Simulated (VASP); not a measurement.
Write the native input for VASP 6.6.1 that does the following.

* Task: single point
* Functional: PBE
* Potentials or basis: VASP PAW PBE potentials, release 64 (Si)
* Cutoff: 500 eV
* k mesh: 17 × 17 × 17
* Occupations: fermi-dirac, width 0.1 eV
* Spin: no spin polarisation
* Dipole correction: no
* Further INCAR settings: ALGO = Normal; EDIFF = 1e-06; NBANDS = 8

The structure of Si lies in POSCAR:

```
Si
1.0
   -1.5286025424      1.5286025424      1.5286025424
    1.5286025424     -1.5286025424      1.5286025424
    1.5286025424      1.5286025424     -1.5286025424
Si
1
Direct
    0.0000000000      0.0000000000      0.0000000000
```

This isn't the form of Si at room conditions, which is diamond.

One way to write it, as run:

INCAR

```
ALGO = Normal
EDIFF = 1E-6
ENCUT = 500
GGA = PE
GGA_COMPAT = F
ISIF = 2
ISMEAR = -1
LASPH = T
LCHARG = F
LREAL = F
LWAVE = F
NBANDS = 8
NELM = 120
PREC = Accurate
SIGMA = 0.1
```

KPOINTS

```
k-points
0
Gamma
  17 17 17
```

Potentials or basis: VASP PAW PBE potentials, release 64 (Si).

Run with:

```sh
$ cat potpaw_PBE.64/Si/POTCAR > POTCAR
$ mpirun -np 1 vasp_std > vasp.out
```

Results of the run:

* Pressure: 2.4 GPa
* Band gap on the k mesh: zero (bands 2 and 3 overlap by 15.83 eV)

It took 11 s on 1 thread of Intel(R) Xeon(R) Platinum 8559C (Emerald Rapids), with other jobs on the host, peak memory 0.12 GiB.
